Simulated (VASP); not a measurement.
VCr2Si2: single point with PBE+U

Crystal: VCr2Si2.

```
Cr V Si
1.0
     3.15780    0.00000    0.00000
     1.57890   -5.13613    0.00000
     0.00000    0.00000   -7.74402
Cr V Si
4 2 4
Direct
  0.14200 0.71600 0.93100
  0.85800 0.28400 0.43100
  0.85800 0.28400 0.06900
  0.14200 0.71600 0.56900
  0.40600 0.18800 0.75000
  0.59400 0.81200 0.25000
  0.75500 0.49000 0.75000
  0.24500 0.51000 0.25000
  0.50000 0.00000 0.00000
  0.50000 0.00000 0.50000
```

```yaml
Program: VASP 6.6.1
Task: single point
Functional: PBE
Potentials_or_basis: VASP PAW PBE potentials, release 64 (Cr_sv, V_sv, Si)
Cutoff: 600 eV
k_mesh: 6 × 6 × 3
Occupations: gaussian, width 0.1595 eV
Spin: no spin polarisation
Hubbard_terms: V d U = 4.0 eV
```

- Pressure: 21.3 GPa
- Largest force: 2.710 eV/Å
- Band gap on the k mesh: zero (bands 49 and 50 overlap by 0.72 eV)

Forces in eV/Å, atoms in the order of the input:
```
Cr   0.000  1.090 -0.023
Cr   0.000 -1.090 -0.023
Cr   0.000 -1.090  0.023
Cr   0.000  1.090  0.023
V    0.000  1.304  0.000
V    0.000 -1.304  0.000
Si   0.000 -2.710  0.000
Si   0.000  2.710  0.000
Si   0.000  0.000  0.000
Si   0.000  0.000  0.000
```

Stress tensor (GPa, compression positive):
```
23.37  0.00  0.00
 0.00 18.30  0.00
 0.00  0.00 22.36
```

Levels at points of the mesh, in eV from the Fermi level:
| k point | band 47 | band 48 | band 49 | band 50 | band 51 | band 52 |
| --- | --- | --- | --- | --- | --- | --- |
| (0.00, 0.00, 0.00) | -0.73 | -0.38 | -0.35 | -0.34 | -0.16 | -0.01 |
| (0.50, 0.00, 0.00) | -0.38 | -0.15 | 0.25 | 0.32 | 0.70 | 0.78 |
| (0.00, 0.50, 0.00) | -0.71 | -0.36 | -0.18 | -0.08 | -0.02 | 0.27 |

Eigenvalues of the final occupation matrices:
```csv
site,spin,trace,eigenvalues
site 5 d,1,1.67,0.18 0.23 0.34 0.44 0.49
site 5 d,2,1.67,0.18 0.23 0.34 0.44 0.49
site 6 d,1,1.67,0.18 0.23 0.34 0.44 0.49
site 6 d,2,1.67,0.18 0.23 0.34 0.44 0.49
```

Wall time 4.2 min on 1 thread of Intel(R) Xeon(R) 6975P-C (Granite Rapids), on a shared host, peak memory 0.38 GiB.

Caveat: the cell stands under pressure; the run has no spin polarisation, though such a crystal can be magnetic; U without spin polarisation on a metal has little footing; the U is typed as a test and isn't derived for this compound; forces of over 1 eV/Å act on the atoms, so gaps and moduli don't describe the material at rest. Spin polarisation is off, so any magnetic state and its effect on volume and gap are missing.
